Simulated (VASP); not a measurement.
# Mn (Pm-3m) in VASP: a series of runs

Runs on Mn. Level: PBE. Tasks: single point, relaxation of cell and atoms.

All numbers are computed with VASP 6.6.1; they aren't measurements. Logs are shortened: lines on timing, memory, paths and dates and some standing lists are left out, and cuts for length are marked.

## (1) The cell of the first run

The structure is cubic, space group Pm-3m (No. 221). The conventional cell has a = 1.901 Å, b = 1.901 Å, c = 1.901 Å, α = 90.00°, β = 90.00°, γ = 90.00°. Mn (site symmetry m-3m) has 6 Mn at 1.90 Å within 2.5 Å.

## (2) Single point, PBE, collinear spin, ferromagnetic start

INCAR

```
SYSTEM = Mn
ALGO     = Normal         ! electronic algorithm
EDIFF    = 1E-7           ! SCF threshold, eV
ENCUT    = 520            ! plane-wave cutoff, eV
GGA      = PE             ! functional
ISIF     = 2              ! what is computed and relaxed
ISMEAR   = -1             ! smearing method
ISPIN    = 2              ! spin polarisation
LASPH    = .True.         ! aspherical terms in the spheres
LCHARG   = .False.        ! write CHGCAR
LMAXMIX  = 4              ! l up to which the mixer works
LORBIT   = 11             ! projections on sites
LREAL    = .False.        ! projectors in reciprocal space
LWAVE    = .False.        ! write WAVECAR
MAGMOM   = 3              ! initial moments
NBANDS   = 16             ! bands
NELM     = 150            ! most SCF steps
PREC     = Accurate       ! precision mode
SIGMA    = 0.1            ! smearing width, eV
```

KPOINTS

```
k-points
0
Gamma
  20 20 20
  0 0 0
```

POSCAR

```
Mn
1.0
    1.9006395086      0.0000000000      0.0000000000
    0.0000000000      1.9006395086      0.0000000000
    0.0000000000      0.0000000000      1.9006395086
Mn
1
Direct
    0.0000000000      0.0000000000      0.0000000000
```

Potentials or basis: VASP PAW PBE potentials, release 64 (Mn_pv).

Run with:

```console
$ cat potpaw_PBE.64/Mn_pv/POTCAR > POTCAR
$ mpirun -np 1 vasp_std > vasp.out
```

OUTCAR:

```text
SYSTEM = Mn
   EDIFF = 1E-7
   ENCUT = 520
   GGA = PE
   ISIF = 2
   ISMEAR = -1
   ISPIN = 2
   LASPH = .True.
   LORBIT = 11
   LREAL = .False.
   NELM = 150
   PREC = Accurate

 ion  position               nearest neighbor table
   1  0.000  0.000  0.000-

  LATTYP: Found a simple cubic cell.
 ALAT       =     1.9006395086

  Lattice vectors:

 A1 = (   1.9006395086,   0.0000000000,   0.0000000000)
 A2 = (   0.0000000000,   1.9006395086,   0.0000000000)
 A3 = (   0.0000000000,   0.0000000000,   1.9006395086)

Analysis of symmetry for initial positions (statically):
=====================================================================
 Subroutine PRICEL returns:
 Original cell was already a primitive cell.

 Routine SETGRP: Setting up the symmetry group for a
 simple cubic supercell.

 Subroutine GETGRP returns: Found 48 space group operations
 (whereof 48 operations were pure point group operations)
 out of a pool of 48 trial point group operations.

The static configuration has the point symmetry O_h .

Analysis of symmetry for dynamics (positions and initial velocities):
=====================================================================
 Subroutine PRICEL returns:
 Original cell was already a primitive cell.

 Routine SETGRP: Setting up the symmetry group for a
 simple cubic supercell.

 Subroutine GETGRP returns: Found 48 space group operations
 (whereof 48 operations were pure point group operations)
 out of a pool of 48 trial point group operations.

The dynamic configuration has the point symmetry O_h .

Analysis of structural, dynamic, and magnetic symmetry:
=====================================================================
 Subroutine PRICEL returns:
 Original cell was already a primitive cell.

 Routine SETGRP: Setting up the symmetry group for a
 simple cubic supercell.

 Subroutine GETGRP returns: Found 48 space group operations
 (whereof 48 operations were pure point group operations)
 out of a pool of 48 trial point group operations.

The overall configuration has the point symmetry O_h .

 Subroutine INISYM returns: Found 48 space group operations
 (whereof 48 operations are pure point group operations),
 and found     1 'primitive' translations

----------------------------------------------------------------------------------------

                                     Primitive cell

  volume of cell :       6.8659
[... 101 lines left out ...]
   EFERMI =   0.00;   METHOD = LEGACY
   ISMEAR =    -1;   SIGMA  =   0.10  broadening in eV -4-tet -1-fermi 0-gaus
   EFERMI_NEDOS =   21; number of points for ismear=-14 and -15
   IALGO  =     38    algorithm
   IMIX   =      4    mixing-type and parameters
     AMIX     =   0.40;   BMIX     =  1.00
     AMIX_MAG =   1.60;   BMIX_MAG =  1.00
  volume/ion in A,a.u.               =       6.87        46.33
  Fermi-wavevector in a.u.,A,eV,Ry     =   2.025301  3.827264 55.808965  4.101843
  Thomas-Fermi vector in A             =   3.034580
   LORBIT       =     11    0 simple, 1 ext, 2 COOP (PROOUT), +10 PAW based schemes
   GGA     = PE    functional components
   LHFCALC =     F    Hartree Fock is set to
   AEXX    =    0.0000 exact exchange contribution
   IVDW    =     0    specifies the selected vdW correction
   LEPSILON=     F    determine dielectric tensor
   LRPA    =     F    only Hartree local field effects (RPA)
 spin polarized calculation
  energy-cutoff  :      520.00
  volume of cell :        6.87
 maximum number of plane-waves:       194
   NGX =  7   NGY =  7   NGZ =  7

 number of electron      13.0000021 magnetization      -0.0000307

 number of electron      13.0000021 magnetization       0.0000141

 Free energy of the ion-electron system (eV)
  ---------------------------------------------------
  ext. energy  EPLUGINS =         0.00000000
  ---------------------------------------------------
  free energy    TOTEN  =        -4.28212608 eV

  energy without entropy =       -4.25467175  energy(sigma->0) =       -4.26839892

 E-fermi :  18.9319     XC(G=0): -16.7938

 val. band max:       18.9308473205   @ k =   0.3500   0.2000   0.0500
 cond. band min:      18.9406933922   @ k =   0.5000   0.5000   0.0500
 fundamental gap:      0.0098460717
 Fermi energy:        18.9319088510

 spin component 1

 k-point     1 :       0.0000    0.0000    0.0000
  band No.  band energies     occupation
      1     -28.3560      1.00000
      2     -28.3560      1.00000
      3     -28.3560      1.00000
      4       8.7664      1.00000
      5      11.5097      1.00000
      6      11.5097      1.00000
[... 435 lines left out ...]
      5      12.4562      1.00000
      6      13.9586      1.00000
[... 8 lines left out ...]
     15      60.8196      0.00000
     16      68.4707      0.00000

 [... further k-points ...]

 spin component 2

 k-point     1 :       0.0000    0.0000    0.0000
  band No.  band energies     occupation
      1     -28.3559      1.00000
      2     -28.3559      1.00000
      3     -28.3559      1.00000
      4       8.7664      1.00000
      5      11.5097      1.00000
      6      11.5097      1.00000
[... 435 lines left out ...]
      5      12.4562      1.00000
      6      13.9586      1.00000
[... 8 lines left out ...]
     15      60.8196      0.00000
     16      68.4707      0.00000

 [... further k-points ...]

------------------------ aborting loop because EDIFF is reached ----------------------------------------

  FORCE on cell =-STRESS in cart. coord.  units (eV):
  Direction    XX          YY          ZZ          XY          YZ          ZX
  --------------------------------------------------------------------------------------
  -------------------------------------------------------------------------------------
  Total       17.2066203     17.2066203     17.2066203     -0.0000000      0.0000000     -0.0000000
  in kB     4015.1973790   4015.1973790   4015.1973790     -0.0000000      0.0000000     -0.0000000
  external PRESSURE =    4015.1973790 kB  Pullay stress =       0.0000000 kB

 VOLUME and BASIS-vectors are now :
 -----------------------------------------------------------------------------
  energy-cutoff  :      520.00
  volume of cell :        6.87
      direct lattice vectors                 reciprocal lattice vectors
     1.900639509  0.000000000  0.000000000     0.526138700  0.000000000  0.000000000
     0.000000000  1.900639509  0.000000000     0.000000000  0.526138700  0.000000000
     0.000000000  0.000000000  1.900639509     0.000000000  0.000000000  0.526138700

 POSITION                                       TOTAL-FORCE (eV/Angst)
 -----------------------------------------------------------------------------------
      0.00000      0.00000      0.00000         0.000000      0.000000      0.000000
 -----------------------------------------------------------------------------------
    total drift:                               -0.000000     -0.000000     -0.000000

  FREE ENERGIE OF THE ION-ELECTRON SYSTEM (eV)
  ---------------------------------------------------
  free  energy   TOTEN  =        -4.2821260790 eV

  energy  without entropy=       -4.2546717537  energy(sigma->0) =       -4.26839892

 total charge

# of ion       s       p       d       tot
------------------------------------------
    1        0.633   6.698   6.217  13.548

 magnetization (x)

# of ion       s       p       d       tot
------------------------------------------
    1       -0.000  -0.000   0.000   0.000
```

OSZICAR:

```text
N       E                     dE             d eps       ncg     rms          rms(c)
DAV:   1     0.741553051685E+02    0.74155E+02   -0.64160E+03 19368   0.120E+03
DAV:   2    -0.205204750162E+01   -0.76207E+02   -0.71558E+02 19448   0.268E+02
DAV:   3    -0.332183346806E+01   -0.12698E+01   -0.12680E+01 20856   0.362E+01
DAV:   4    -0.332362847087E+01   -0.17950E-02   -0.17950E-02 20152   0.135E+00
DAV:   5    -0.332363197191E+01   -0.35010E-05   -0.35009E-05 20784   0.526E-02    0.319E+01
DAV:   6    -0.425581243291E+01   -0.93218E+00   -0.26077E-01 20640   0.851E+00    0.128E+01
DAV:   7    -0.423272531949E+01    0.23087E-01   -0.12892E-01 20864   0.369E+00    0.466E+00
DAV:   8    -0.427409997187E+01   -0.41375E-01   -0.16721E-02 18944   0.163E+00    0.218E+00
DAV:   9    -0.428138925233E+01   -0.72893E-02   -0.14961E-03 19928   0.550E-01    0.398E-01
DAV:  10    -0.428214056136E+01   -0.75131E-03   -0.26748E-04 19272   0.201E-01    0.970E-02
DAV:  11    -0.428214013857E+01    0.42280E-06   -0.12424E-05 18904   0.400E-02    0.429E-02
DAV:  12    -0.428212814193E+01    0.11997E-04   -0.35635E-06 19416   0.240E-02    0.119E-02
DAV:  13    -0.428212633917E+01    0.18028E-05   -0.58273E-07 19104   0.770E-03    0.658E-03
DAV:  14    -0.428212621394E+01    0.12524E-06   -0.91234E-08 13824   0.527E-03    0.182E-03
DAV:  15    -0.428212607484E+01    0.13910E-06   -0.12563E-08  9368   0.137E-03    0.334E-04
DAV:  16    -0.428212607903E+01   -0.41928E-08   -0.67523E-10  9160   0.272E-04
   1 F= -.42821261E+01 E0= -.42683989E+01  d E =-.274543E-01  mag=    -0.0000
```

Run time: 14 s. Hardware: 1 thread of Intel Xeon 6975P-C (Granite Rapids), shared host; peak memory 0.15 GiB.

What came out:

- Free energy: -4.2821 eV
- Pressure: 401.5 GPa
- Net moment: 0.00 μB per cell

Caveat: the starting moments collapsed, and a magnetic state may lie lower.

## (3) Single point, PBE, collinear spin, ferromagnetic start

INCAR

```
PREC     = Accurate       # precision mode
ENCUT    = 520            # plane-wave cutoff, eV
EDIFF    = 1E-6           # SCF threshold, eV
ISMEAR   = -1             # smearing method
SIGMA    = 0.1            # smearing width, eV
LREAL    = F              # projectors in reciprocal space
LASPH    = T              # aspherical terms in the spheres
NELM     = 150            # most SCF steps
ALGO     = Normal         # electronic algorithm
ISIF     = 2              # what is computed and relaxed
LWAVE    = F              # write WAVECAR
LCHARG   = F              # write CHGCAR
ISPIN    = 2              # spin polarisation
MAGMOM   = 3              # initial moments
LORBIT   = 11             # projections on sites
LMAXMIX  = 4              # l up to which the mixer works
GGA      = PE             # functional
NBANDS   = 16             # bands
```

KPOINTS

```
Automatic mesh
0
Gamma
  20 20 20
```

POSCAR

```
Mn
1.0
    1.9012105441      0.0000000000      0.0000000000
    0.0000000000      1.9012105441      0.0000000000
    0.0000000000      0.0000000000      1.9012105441
Mn
1
Direct
    0.0000000000      0.0000000000      0.0000000000
```

Potentials or basis: VASP PAW PBE potentials, release 64 (Mn_pv).

Run with:

```console
$ cat potpaw_PBE.64/Mn_pv/POTCAR > POTCAR
$ mpirun -np 1 vasp_std > vasp.out
```

Wall time 13 s (1 thread of Intel Xeon 6975P-C (Granite Rapids), shared host); peak memory 0.15 GiB.

Results (log left out):

| Item | Value |
| --- | --- |
| Free energy | -4.2976 eV |
| Pressure | 400.0 GPa |
| Net moment | 0.00 μB per cell |

Levels at points of the mesh, in eV from the Fermi level:
Spin up:
```csv
k point,band 3,band 4,band 5,band 6,band 7,band 8,band 9,band 10
"(0.00, 0.00, 0.00)",-47.29,-10.16,-7.41,-7.41,3.53,3.53,3.53,28.67
"(0.50, 0.00, 0.00)",-46.90,-5.89,-4.92,-0.84,-0.58,-0.58,3.91,13.28
"(0.50, 0.50, 0.00)",-46.54,-10.53,-3.75,0.35,0.35,6.09,10.50,10.50
"(0.50, 0.50, 0.50)",-49.95,-7.41,-7.41,-7.41,6.33,6.33,11.64,25.18
```
Spin down:
```
           k point  band 4  band 5  band 6  band 7  band 8  band 9
(0.00, 0.00, 0.00)  -10.16   -7.41   -7.41    3.53    3.53    3.53
(0.50, 0.00, 0.00)   -5.89   -4.92   -0.84   -0.58   -0.58    3.91
(0.50, 0.50, 0.00)  -10.53   -3.75    0.35    0.35    6.09   10.50
(0.50, 0.50, 0.50)   -7.41   -7.41   -7.41    6.33    6.33   11.64
```

Caveat: the starting moments collapsed, and a magnetic state may lie lower.

## (4) Relaxation of cell and atoms, PBE, collinear spin, ferromagnetic start, target pressure 370 GPa, at which the enthalpy is minimised

This run uses another cell than the first one, of 6.81 Å³/atom, 0.992 times its volume.

INCAR

```
ALGO = Normal ; EDIFF = 1E-6
EDIFFG = -0.005 ; ENCUT = 600
GGA = PE ; IBRION = 2
ISIF = 3 ; ISMEAR = -1
ISPIN = 2 ; LASPH = T
LCHARG = F ; LMAXMIX = 4
LORBIT = 11 ; LREAL = F
LWAVE = F ; MAGMOM = 3
NELM = 150 ; NSW = 60
PREC = Accurate ; PSTRESS = 3700.0
SIGMA = 0.1
```

KPOINTS

```
k-points
0
Gamma
  20 20 20
```

POSCAR

```
Mn
1.0
    1.8955086307      0.0000000000      0.0000000000
    0.0000000000      1.8955086307      0.0000000000
    0.0000000000      0.0000000000      1.8955086307
Mn
1
Direct
    0.0000000000      0.0000000000      0.0000000000
```

Run with:

```console
$ cat potpaw_PBE.64/Mn_pv/POTCAR > POTCAR
$ mpirun -np 1 vasp_std > vasp.out
```

Run time: 65 s. Hardware: 1 thread of Intel Xeon 6975P-C (Granite Rapids), shared host; peak memory 0.17 GiB.

Results (log left out):

```yaml
Free_energy: -4.6064 eV
Relaxed_volume: 7.00 Å³/atom
Relaxed_cell: a = 1.913 Å, b = 1.913 Å, c = 1.913 Å, α = 90.00°, β = 90.00°, γ = 90.00°
Space_group_after_relaxing_to_0.05_Å: Pm-3m (No. 221)
Energy_change_on_relaxing_the_enthalpy_is_what_falls: -465.3 meV/atom
Ionic_steps: 19
Pressure_after_relaxing: 370.1 GPa
Net_moment: 0.00 μB per cell
```

Step by step:
```
step  energy change (eV)  largest force (eV/Å)  pressure (GPa)  volume (Å³)
   1              0.0000                0.0000          415.18         6.81
   2             -3.0731                0.0000          118.80         8.88
   3             -0.5323                0.0000          364.12         7.03
   4             -0.4723                0.0000          369.39         7.00
   5             -0.4633                0.0000          370.13         7.00
   6             -0.4633                0.0000          370.22         7.00
   7             -0.4634                0.0000          370.22         7.00
   8             -0.4634                0.0000          370.22         7.00
   9             -0.4634                0.0000          370.22         7.00
  10             -0.4634                0.0000          370.22         7.00
  11             -0.4634                0.0000          370.22         7.00
  12             -0.4634                0.0000          370.22         7.00
  13             -0.4634                0.0000          370.22         7.00
  14             -0.4635                0.0000          370.22         7.00
  15             -0.4635                0.0000          370.21         7.00
  16             -0.4636                0.0000          370.20         7.00
  17             -0.4639                0.0000          370.18         7.00
  18             -0.4643                0.0000          370.14         7.00
  19             -0.4653                0.0000          370.05         7.00
```

Final structure:
```
Mn
1.0
     1.91298    0.00000    0.00000
     0.00000    1.91298    0.00000
     0.00000    0.00000    1.91298
Mn
1
Direct
  0.00000 0.00000 0.00000
```

Levels at points of the mesh, in eV from the Fermi level:
Spin up:
```
           k point  band 2  band 3  band 4  band 5  band 6  band 7  band 8  band 9  band 10  band 11
(0.00, 0.00, 0.00)  -47.31  -47.31  -10.13   -7.25   -7.25    3.44    3.44    3.44    28.33    28.33
(0.50, 0.00, 0.00)  -46.94  -46.94   -5.77   -4.89   -0.88   -0.55   -0.55    3.82    12.98    26.34
(0.50, 0.50, 0.00)  -50.45  -46.60  -10.28   -3.70    0.35    0.35    5.95   10.29    10.29    18.32
(0.50, 0.50, 0.50)  -49.86  -49.86   -7.23   -7.23   -7.23    6.17    6.17   11.69    24.65    24.65
```
Spin down:
```
           k point  band 4  band 5  band 6  band 7  band 8  band 9
(0.00, 0.00, 0.00)  -10.13   -7.25   -7.25    3.44    3.44    3.44
(0.50, 0.00, 0.00)   -5.77   -4.89   -0.88   -0.55   -0.55    3.82
(0.50, 0.50, 0.00)  -10.28   -3.70    0.35    0.35    5.95   10.29
(0.50, 0.50, 0.50)   -7.23   -7.23   -7.23    6.17    6.17   11.69
```

Caveat: the starting moments collapsed, and a magnetic state may lie lower; the cell is relaxed towards a set pressure, so the enthalpy falls and the energy may rise.

## (5) Relaxation of cell and atoms, PBE, collinear spin, ferromagnetic start, target pressure 370 GPa, at which the enthalpy is minimised

INCAR

```
PREC = Accurate
ENCUT = 600
EDIFF = 1E-6
ISMEAR = -1
SIGMA = 0.1
LREAL = False
LASPH = True
NELM = 150
ALGO = Normal
ISIF = 3
LWAVE = False
LCHARG = False
ISPIN = 2
MAGMOM = 3
LORBIT = 11
LMAXMIX = 4
GGA = PE
IBRION = 2
NSW = 32
EDIFFG = -0.005
PSTRESS = 3700.0
```

KPOINTS

```
regular mesh
0
Gamma
  20 20 20
```

POSCAR

```
Mn
1.0
    1.9006395086      0.0000000000      0.0000000000
    0.0000000000      1.9006395086      0.0000000000
    0.0000000000      0.0000000000      1.9006395086
Mn
1
Direct
    0.0000000000      0.0000000000      0.0000000000
```

Run with:

```console
$ cat potpaw_PBE.64/Mn_pv/POTCAR > POTCAR
$ mpirun -np 1 vasp_std > vasp.out
```

Run time: 62 s. Hardware: 1 thread of Intel Xeon 6975P-C (Granite Rapids), shared host; peak memory 0.17 GiB.

It converged, with:

```
Free energy                                            : -4.6061 eV
Relaxed volume                                         : 7.00 Å³/atom
Relaxed cell                                           : a = 1.913 Å, b = 1.913 Å, c = 1.913 Å, α = 90.00°, β = 90.00°, γ = 90.00°
Space group after relaxing (to 0.05 Å)                 : Pm-3m (No. 221)
Energy change on relaxing (the enthalpy is what falls) : -323.5 meV/atom
Ionic steps                                            : 18
Pressure after relaxing                                : 370.1 GPa
Net moment                                             : 0.00 μB per cell
```

Step by step:
| step | energy change (eV) | largest force (eV/Å) | pressure (GPa) | volume (Å³) |
| --- | --- | --- | --- | --- |
| 1 | 0.0000 | 0.0000 | 401.40 | 6.87 |
| 2 | -2.4010 | 0.0000 | 170.98 | 8.29 |
| 3 | -0.3562 | 0.0000 | 367.46 | 7.01 |
| 4 | -0.3300 | 0.0000 | 369.39 | 7.00 |
| 5 | -0.3219 | 0.0000 | 370.14 | 7.00 |
| 6 | -0.3219 | 0.0000 | 370.20 | 7.00 |
| 7 | -0.3221 | 0.0000 | 370.21 | 7.00 |
| 8 | -0.3221 | 0.0000 | 370.21 | 7.00 |
| 9 | -0.3221 | 0.0000 | 370.22 | 7.00 |
| 10 | -0.3221 | 0.0000 | 370.22 | 7.00 |
| 11 | -0.3221 | 0.0000 | 370.22 | 7.00 |
| 12 | -0.3221 | 0.0000 | 370.21 | 7.00 |
| 13 | -0.3221 | 0.0000 | 370.21 | 7.00 |
| 14 | -0.3222 | 0.0000 | 370.21 | 7.00 |
| 15 | -0.3223 | 0.0000 | 370.20 | 7.00 |
| 16 | -0.3224 | 0.0000 | 370.18 | 7.00 |
| 17 | -0.3228 | 0.0000 | 370.15 | 7.00 |
| 18 | -0.3235 | 0.0000 | 370.08 | 7.00 |

Final structure:
```
Mn
1.0
     1.91297    0.00000    0.00000
     0.00000    1.91297    0.00000
     0.00000    0.00000    1.91297
Mn
1
Direct
  0.00000 0.00000 0.00000
```

Levels at points of the mesh, in eV from the Fermi level:
Spin up:
```tsv
k point	band 4	band 5	band 6	band 7	band 8	band 9
(0.00, 0.00, 0.00)	-10.13	-7.25	-7.25	3.44	3.44	3.44
(0.50, 0.00, 0.00)	-5.77	-4.89	-0.88	-0.55	-0.55	3.82
(0.50, 0.50, 0.00)	-10.28	-3.70	0.35	0.35	5.95	10.29
(0.50, 0.50, 0.50)	-7.23	-7.23	-7.23	6.17	6.17	11.69
```
Spin down:
```tsv
k point	band 2	band 3	band 4	band 5	band 6	band 7	band 8	band 9	band 10	band 11
(0.00, 0.00, 0.00)	-47.31	-47.31	-10.13	-7.25	-7.25	3.44	3.44	3.44	28.34	28.34
(0.50, 0.00, 0.00)	-46.94	-46.94	-5.77	-4.89	-0.88	-0.55	-0.55	3.82	12.98	26.34
(0.50, 0.50, 0.00)	-50.45	-46.60	-10.28	-3.70	0.35	0.35	5.95	10.29	10.29	18.32
(0.50, 0.50, 0.50)	-49.86	-49.86	-7.23	-7.23	-7.23	6.17	6.17	11.69	24.65	24.65
```

Caveat: the starting moments collapsed, and a magnetic state may lie lower; the cell is relaxed towards a set pressure, so the enthalpy falls and the energy may rise.
